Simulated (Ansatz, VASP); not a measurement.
## One calculation of Ca, two programs

```
CELL_PARAMETERS angstrom
-2.06080 2.06080 2.15040
2.06080 -2.06080 2.15040
2.06080 2.06080 -2.15040
ATOMIC_POSITIONS crystal
Ca 0.00000 0.00000 0.00000
```

Change from the starting cell: strain -0.080 along x and y, -0.040 along z, atoms carried along.

Alike in both runs: task single point; functional PBEsol; k mesh 16 × 16 × 16; occupations gaussian, width 0.15 eV; no spin polarisation.

|  | VASP | Ansatz |
| --- | --- | --- |
| version | VASP 6.6.1 | Ansatz 0.2.0 |
| potentials or method | VASP PAW PBE potentials, release 64 (Ca_sv), cutoff 520 eV | scalar-relativistic, plane waves, PAW |
| valence electrons in the cell | 10 | 10 |

```tsv
	VASP	Ansatz	Ansatz less VASP
gap on the k mesh at the Fermi level (eV)	none	none	-
pressure (GPa)	2.0	2.0	-0.01
```

VASP's potentials were made for PBE, not for PBEsol. A gap of «none» marks a metal or a gap that the smearing closes. The functional is the same, so the differences come from potentials, cutoffs and numerics.
